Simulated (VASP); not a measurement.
Here is a VASP 6.6.1 calculation.

The input INCAR:

```
PREC = Accurate
ENCUT = 520
EDIFF = 1E-7
ISMEAR = 1
SIGMA = 0.1
LREAL = F
LASPH = T
NELM = 100
ALGO = Normal
ISIF = 2
LWAVE = F
LCHARG = F
GGA = PE
NBANDS = 35
```

File KPOINTS:

```
Automatic mesh
0
Gamma
  6 6 6
```

POSCAR

```
ZnMo3
1.0
    3.8420473782      0.0000000000      0.0000000000
    0.0000000000      3.8420473782      0.0000000000
    0.0000000000      0.0000000000      3.8420473782
Zn Mo
1 3
Direct
    0.0000000000      0.0000000000      0.0000000000
    0.0000000000      0.5000000000      0.5000000000
    0.5000000000      0.0000000000      0.5000000000
    0.5000000000      0.5000000000      0.0000000000
```

Potentials or basis: VASP PAW PBE potentials, release 64 (Zn, Mo_sv).

Command:

```bash
$ cat potpaw_PBE.64/Zn/POTCAR potpaw_PBE.64/Mo_sv/POTCAR > POTCAR
$ mpirun -np 1 vasp_std > vasp.out
```

Question: Predict the pressure.

Answer: 18.4 GPa.

Question: What does it give for the band gap on the k mesh?

Answer: Zero (band 27 reaches 12.37 eV, above the bottom of band 28 at 10.85 eV).
